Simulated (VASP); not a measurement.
# Sn3Te (I4/mmm) in VASP: notebook

The runs below take Sn3Te through single point, with PBE, LDA.

All numbers are computed with VASP 6.6.1; they aren't measurements. Logs are shortened: lines on timing, memory, paths and dates and some standing lists are left out, and cuts for length are marked.

## 1. The cell of the first run

The structure is tetragonal, space group I4/mmm (No. 139). Conventional cell: a = 4.508 Å, b = 4.508 Å, c = 10.808 Å, α = 90.00°, β = 90.00°, γ = 90.00°. Within 4.2 Å of Te (site symmetry 4/mmm) lie 12 Sn at 3.19 to 3.52 Å. Within 4.2 Å of Sn (site symmetry 4/mmm) lie 4 Te at 3.19 Å and 8 Sn at 3.52 Å. Within 4.2 Å of Sn (site symmetry -4m2) lie 8 Sn at 3.19 to 3.52 Å and 4 Te at 3.52 Å.

## 2. Single point, PBE

INCAR

```
SYSTEM = Sn3Te
ALGO = Fast ; EDIFF = 1E-6
ENCUT = 520 ; GGA = PE
ISIF = 2 ; ISMEAR = -1
LASPH = .True. ; LCHARG = .False.
LREAL = .False. ; LWAVE = .False.
NBANDS = 32 ; NELM = 100
PREC = Accurate ; SIGMA = 0.05
```

KPOINTS

```
k-points
0
Gamma
  8 8 8
  0 0 0
```

POSCAR

```
Sn3Te
1.0
   -2.2539335959      2.2539335959      5.4038808912
    2.2539335959     -2.2539335959      5.4038808912
    2.2539335959      2.2539335959     -5.4038808912
Te Sn
1 3
Direct
    0.0000000000      0.0000000000      0.0000000000
    0.5000000000      0.5000000000      0.0000000000
    0.2500000000      0.7500000000      0.5000000000
    0.7500000000      0.2500000000      0.5000000000
```

Potentials or basis: VASP PAW PBE potentials, release 64 (Te, Sn_d).

On the command line:

```bash
cat potpaw_PBE.64/Te/POTCAR potpaw_PBE.64/Sn_d/POTCAR > POTCAR
mpirun -np 1 vasp_std > vasp.out
```

OUTCAR:

```text
SYSTEM = Sn3Te
   EDIFF = 1E-6
   ENCUT = 520
   GGA = PE
   ISIF = 2
   ISMEAR = -1
   LASPH = .True.
   LREAL = .False.
   NELM = 100
   PREC = Accurate

 ion  position               nearest neighbor table
   1  0.000  0.000  0.000-   2 3.19   2 3.19   2 3.19   2 3.19   4 3.52   3 3.52   4 3.52   3 3.52
                             4 3.52   4 3.52   3 3.52   3 3.52
   2  0.500  0.500  0.000-   1 3.19   1 3.19   1 3.19   1 3.19   4 3.52   3 3.52   4 3.52   3 3.52
                             3 3.52   3 3.52   4 3.52   4 3.52
   3  0.250  0.750  0.500-   4 3.19   4 3.19   4 3.19   4 3.19   2 3.52   1 3.52   2 3.52   1 3.52
                             1 3.52   1 3.52   2 3.52   2 3.52
   4  0.750  0.250  0.500-   3 3.19   3 3.19   3 3.19   3 3.19   2 3.52   1 3.52   2 3.52   1 3.52
                             2 3.52   2 3.52   1 3.52   1 3.52

  LATTYP: Found a body centered tetragonal cell.
 ALAT       =     4.5078671918
 C/A-ratio  =     2.3975333173

  Lattice vectors:

 A1 = (  -2.2539335959,   2.2539335959,   5.4038808912)
 A2 = (   2.2539335959,  -2.2539335959,   5.4038808912)
 A3 = (   2.2539335959,   2.2539335959,  -5.4038808912)

Analysis of symmetry for initial positions (statically):
=====================================================================
 Subroutine PRICEL returns:
 Original cell was already a primitive cell.

 Routine SETGRP: Setting up the symmetry group for a
 body centered tetragonal supercell.

 Subroutine GETGRP returns: Found 16 space group operations
 (whereof 16 operations were pure point group operations)
 out of a pool of 16 trial point group operations.

The static configuration has the point symmetry D_4h.

Analysis of symmetry for dynamics (positions and initial velocities):
=====================================================================
 Subroutine PRICEL returns:
 Original cell was already a primitive cell.

 Routine SETGRP: Setting up the symmetry group for a
 body centered tetragonal supercell.

 Subroutine GETGRP returns: Found 16 space group operations
 (whereof 16 operations were pure point group operations)
 out of a pool of 16 trial point group operations.

The dynamic configuration has the point symmetry D_4h.

 Subroutine INISYM returns: Found 16 space group operations
 (whereof 16 operations are pure point group operations),
 and found     1 'primitive' translations

----------------------------------------------------------------------------------------

                                     Primitive cell

  volume of cell :     109.8115

  direct lattice vectors                    reciprocal lattice vectors
    -2.253933596  2.253933596  5.403880891     0.000000000  0.221834397  0.092526096
     2.253933596 -2.253933596  5.403880891     0.221834397  0.000000000  0.092526096
     2.253933596  2.253933596 -5.403880891     0.221834397  0.221834397  0.000000000

  length of vectors
     6.273943098  6.273943098  6.273943098     0.240357188  0.240357188  0.313721213

  position of ions in fractional coordinates (direct lattice)
     0.000000000  0.000000000  0.000000000
     0.500000000  0.500000000  0.000000000
     0.250000000  0.750000000  0.500000000
     0.750000000  0.250000000  0.500000000

  ion indices of the primitive-cell ions
   primitive index   ion index
                 1           1
                 2           2
                 3           3
                 4           4

----------------------------------------------------------------------------------------

 KPOINTS: k-points

Automatic generation of k-mesh.
 Grid dimensions read from file:
 generate k-points for:    8    8    8

 Generating k-lattice:

  Cartesian coordinates                     Fractional coordinates (reciprocal lattice)
     0.000000000  0.027729300  0.011565762     0.125000000  0.000000000 -0.000000000
     0.027729300  0.000000000  0.011565762     0.000000000  0.125000000 -0.000000000
     0.027729300  0.027729300  0.000000000     0.000000000  0.000000000  0.125000000

  Length of vectors
     0.030044649  0.030044649  0.039215152

  Shift w.r.t. Gamma in fractional coordinates (k-lattice)
     0.000000000  0.000000000  0.000000000

 Subroutine IBZKPT returns following result:
 ===========================================

 Found     59 irreducible k-points:

 Following reciprocal coordinates:
            Coordinates               Weight
  0.000000  0.000000  0.000000      1.000000
  0.125000  0.000000  0.000000      8.000000
  0.250000  0.000000  0.000000      8.000000
  0.375000 -0.000000  0.000000      8.000000
  0.500000  0.000000  0.000000      4.000000
  0.125000  0.125000  0.000000      8.000000
[... 16 lines left out ...]
  0.250000  0.125000  0.125000     16.000000
  0.375000  0.125000  0.125000      8.000000
 [... further k-points ...]
   k-points           NKPTS =     59   k-points in BZ     NKDIM =     59   number of bands    NBANDS=     32
   number of dos      NEDOS =    301   number of ions     NIONS =      4
   total plane-waves  NPLWV = 110592
   dimension x,y,z NGX =    48 NGY =   48 NGZ =   48
   dimension x,y,z NGXF=    96 NGYF=   96 NGZF=   96
   ions per type =               1   3
   NGX,Y,Z   is equivalent  to a cutoff of  12.72, 12.72, 12.72 a.u.
   NGXF,Y,Z  is equivalent  to a cutoff of  25.44, 25.44, 25.44 a.u.
 SYSTEM =  Sn3Te
   PREC   = accura    normal or accurate (medium, high low for compatibility)
   ISTART =      0    job   : 0-new  1-cont  2-samecut
   ICHARG =      2    charge: 1-file 2-atom 10-const
   ISPIN  =      1    spin polarized calculation?
   LNONCOLLINEAR =      F non collinear calculations
   LSORBIT =      F    spin-orbit coupling
   LASPH  =      T    aspherical Exc in radial PAW
   ENCUT  =  520.0 eV  38.22 Ry    6.18 a.u.  11.67 11.67 11.67*2*pi/ulx,y,z
   NELM   =    100;   NELMIN=  2; NELMDL= -5     # of ELM steps
   EDIFF  = 0.1E-05   stopping-criterion for ELM
   LREAL  =      F    real-space projection
   EDIFFG = 0.1E-04   stopping-criterion for IOM
   NSW    =      0    number of steps for IOM
   IBRION =     -1    ionic relax: 0-MD 1-quasi-New 2-CG
   NFREE  =      0    steps in history (QN), initial steepest desc. (CG)
   ISIF   =      2    stress and relaxation
   ISYM   =      2    0-nonsym 1-usesym 2-fastsym
   POTIM  = 0.5000    time-step for ionic-motion
   TEBEG  =    0.0;   TEEND  =   0.0 temperature during run
   PSTRESS=    0.0 pullay stress
   NELECT =      48.0000    total number of electrons
   NUPDOWN=      -1.0000    fix difference up-down
   EMIN   =  10.00;   EMAX   =-10.00  energy-range for DOS
   EFERMI =   0.00;   METHOD = LEGACY
   ISMEAR =    -1;   SIGMA  =   0.05  broadening in eV -4-tet -1-fermi 0-gaus
   EFERMI_NEDOS =   21; number of points for ismear=-14 and -15
   IALGO  =     68    algorithm
   IMIX   =      4    mixing-type and parameters
     AMIX     =   0.40;   BMIX     =  1.00
     AMIX_MAG =   1.60;   BMIX_MAG =  1.00
  volume/ion in A,a.u.               =      27.45       185.26
  Fermi-wavevector in a.u.,A,eV,Ry     =   1.242432  2.347856 21.002455  1.543637
  Thomas-Fermi vector in A             =   2.376787
   LORBIT       =      0    0 simple, 1 ext, 2 COOP (PROOUT), +10 PAW based schemes
   GGA     = PE    functional components
   LHFCALC =     F    Hartree Fock is set to
   AEXX    =    0.0000 exact exchange contribution
   IVDW    =     0    specifies the selected vdW correction
   LEPSILON=     F    determine dielectric tensor
   LRPA    =     F    only Hartree local field effects (RPA)
 non-spin polarized calculation
 RMM-DIIS sequential band-by-band and
  energy-cutoff  :      520.00
  volume of cell :      109.81
 maximum number of plane-waves:      2996
   NGX = 23   NGY = 23   NGZ = 23

 number of electron      48.0000011 magnetization

 Free energy of the ion-electron system (eV)
  ---------------------------------------------------
  ext. energy  EPLUGINS =         0.00000000
  ---------------------------------------------------
  free energy    TOTEN  =       -14.42230270 eV

  energy without entropy =      -14.40761640  energy(sigma->0) =      -14.41495955

 E-fermi :   8.2314     XC(G=0): -10.2789

 val. band max:        8.2078171757   @ k =  -0.2500   0.5000   0.2500
 cond. band min:       8.2692028657   @ k =  -0.3750   0.3750   0.2500
 fundamental gap:      0.0613856900
 Fermi energy:         8.2314092280

 k-point     1 :       0.0000    0.0000    0.0000
  band No.  band energies     occupation
      1     -13.5275      2.00000
      2     -13.4871      2.00000
      3     -13.4322      2.00000
      4     -13.4290      2.00000
      5     -13.4271      2.00000
      6     -13.4271      2.00000
[... 24 lines left out ...]
     31      14.8950      0.00000
     32      14.9394      0.00000

 k-point     2 :       0.1250    0.0000    0.0000
  band No.  band energies     occupation
      1     -13.5148      2.00000
      2     -13.4817      2.00000
      3     -13.4397      2.00000
      4     -13.4377      2.00000
      5     -13.4300      2.00000
      6     -13.4284      2.00000
[... 24 lines left out ...]
     31      14.4287      0.00000
     32      15.1137      0.00000

 k-point     3 :       0.2500    0.0000    0.0000
  band No.  band energies     occupation
      1     -13.4790      2.00000
      2     -13.4688      2.00000
      3     -13.4459      2.00000
      4     -13.4436      2.00000
      5     -13.4283      2.00000
      6     -13.4281      2.00000
[... 24 lines left out ...]
     31      13.7060      0.00000
     32      13.9089      0.00000

 k-point     4 :       0.3750   -0.0000    0.0000
  band No.  band energies     occupation
      1     -13.4598      2.00000
      2     -13.4512      2.00000
      3     -13.4393      2.00000
      4     -13.4322      2.00000
      5     -13.4237      2.00000
      6     -13.4143      2.00000
[... 654 lines left out ...]
     31      14.2652      0.00000
     32      14.4393      0.00000

 k-point    23 :       0.2500    0.1250    0.1250
  band No.  band energies     occupation
      1     -13.4847      2.00000
      2     -13.4597      2.00000
      3     -13.4480      2.00000
      4     -13.4374      2.00000
      5     -13.4314      2.00000
      6     -13.4248      2.00000
[... 24 lines left out ...]
     31      14.6620      0.00000
     32      15.0568      0.00000

 k-point    24 :       0.3750    0.1250    0.1250
  band No.  band energies     occupation
      1     -13.4683      2.00000
      2     -13.4641      2.00000
      3     -13.4536      2.00000
      4     -13.4455      2.00000
      5     -13.4329      2.00000
      6     -13.4259      2.00000
[... 24 lines left out ...]
     31      13.3934      0.00000
     32      16.0049      0.00000

 [... further k-points ...]

------------------------ aborting loop because EDIFF is reached ----------------------------------------

  FORCE on cell =-STRESS in cart. coord.  units (eV):
  Direction    XX          YY          ZZ          XY          YZ          ZX
  --------------------------------------------------------------------------------------
  -------------------------------------------------------------------------------------
  Total        2.0486619      2.0486619      1.3722126      0.0000000      0.0000000     -0.0000000
  in kB       29.8904795     29.8904795     20.0209187      0.0000000      0.0000000     -0.0000000
  external PRESSURE =      26.6006259 kB  Pullay stress =       0.0000000 kB

 VOLUME and BASIS-vectors are now :
 -----------------------------------------------------------------------------
  energy-cutoff  :      520.00
  volume of cell :      109.81
      direct lattice vectors                 reciprocal lattice vectors
    -2.253933596  2.253933596  5.403880891     0.000000000  0.221834397  0.092526096
     2.253933596 -2.253933596  5.403880891     0.221834397  0.000000000  0.092526096
     2.253933596  2.253933596 -5.403880891     0.221834397  0.221834397  0.000000000

 POSITION                                       TOTAL-FORCE (eV/Angst)
 -----------------------------------------------------------------------------------
      0.00000      0.00000      0.00000        -0.000000     -0.000000     -0.000000
      0.00000      0.00000      5.40388        -0.000000     -0.000000     -0.000000
      2.25393     -0.00000      2.70194         0.000000     -0.000000      0.000000
     -0.00000      2.25393      2.70194        -0.000000      0.000000     -0.000000
 -----------------------------------------------------------------------------------
    total drift:                                0.000000     -0.000000      0.000000

  FREE ENERGIE OF THE ION-ELECTRON SYSTEM (eV)
  ---------------------------------------------------
  free  energy   TOTEN  =       -14.4223026989 eV

  energy  without entropy=      -14.4076164034  energy(sigma->0) =      -14.41495955
```

Wall time 4.8 min (1 thread of Intel Xeon Platinum 8375C at 2.90GHz (Ice Lake), shared host); peak memory 0.42 GiB.

What came out:

| Quantity | Value |
| --- | --- |
| Free energy | -14.4223 eV |
| Pressure | 2.7 GPa |
| Band gap on the k mesh | zero (bands 24 and 25 overlap by 1.13 eV) |

Caveat: spin-orbit coupling is left out, which moves the levels of the heavy elements.

[end of part 1 of 2]

The gap in the log of VASP goes by the Fermi energy; the results here count the filled bands.